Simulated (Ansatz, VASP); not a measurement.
# HF in VASP and in Ansatz

```xyz
16
Lattice="6.2556 0.0000 0.0000 0.0000 6.2556 0.0000 0.0000 0.0000 6.2556" Properties=species:S:1:pos:R:3 pbc="T T T"
F     4.0171    3.3660    1.6401
F    -0.3008    1.5177    1.2604
F     3.4923   -0.5434    1.4717
F     1.8610    2.8937    2.8032
F     0.9807    1.2162    4.3176
F     3.0781    5.1117    4.8354
F     2.7065    1.2739    6.2500
F     5.3620    5.7669    3.8412
H     3.8615    4.3329    1.4313
H    -0.8895    2.2518    1.3319
H     3.1939    0.0177    0.7335
H     2.7248    2.9392    2.3584
H     1.3747    1.8144    3.6237
H     3.9031    5.4069    4.4646
H     2.0703    1.1078    5.5517
H     6.0119    6.4530    3.9826
```

Alike in both runs: functional PBE; dispersion D3(BJ); k mesh 1 × 1 × 1; occupations fermi-dirac, width 0.02 eV; no spin polarisation.

Ansatz relaxed the structure, and its values are those at the end. VASP's run is a single point on that final structure, the one shown.

```csv
,VASP,Ansatz
version,VASP 6.6.1,Ansatz 0.2.0
potentials or method,"VASP PAW PBE potentials, release 64 (F, H), cutoff 520 eV","scalar-relativistic, plane waves, PAW"
valence electrons in the cell,64,64
```

```tsv
	VASP	Ansatz	Ansatz less VASP
gap on the k mesh at the Fermi level (eV)	6.92	6.95	+0.031
rms of the force components (eV/Å)	0.152	0.073	-0.0783
```

One of these differences is far larger than is usual between the two programs; its cause wasn't traced. Ansatz's warnings: xc potential rough in thin density.
